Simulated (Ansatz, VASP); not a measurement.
## Cs: VASP beside Ansatz

```
Cs
1.0
    -3.02500    3.02500    3.02500
     3.02500   -3.02500    3.02500
     3.02500    3.02500   -3.02500
Cs
1
Cartesian
  0.0000 0.0000 0.0000
```

Alike in both runs: task single point; functional PBEsol; k mesh 10 × 10 × 10; occupations gaussian, width 0.05 eV; no spin polarisation.

|  | VASP | Ansatz |
| --- | --- | --- |
| version | VASP 6.6.1 | Ansatz 0.2.0 |
| potentials or method | VASP PAW PBE potentials, release 64 (Cs_sv), cutoff 520 eV | scalar-relativistic, plane waves, PAW |
| valence electrons in the cell | 9 | 9 |

```csv
,VASP,Ansatz,Ansatz less VASP
pressure (GPa),0.0,0.0,+0.01
```

VASP's potentials were made for PBE, not for PBEsol.

Spin-orbit coupling is off throughout.
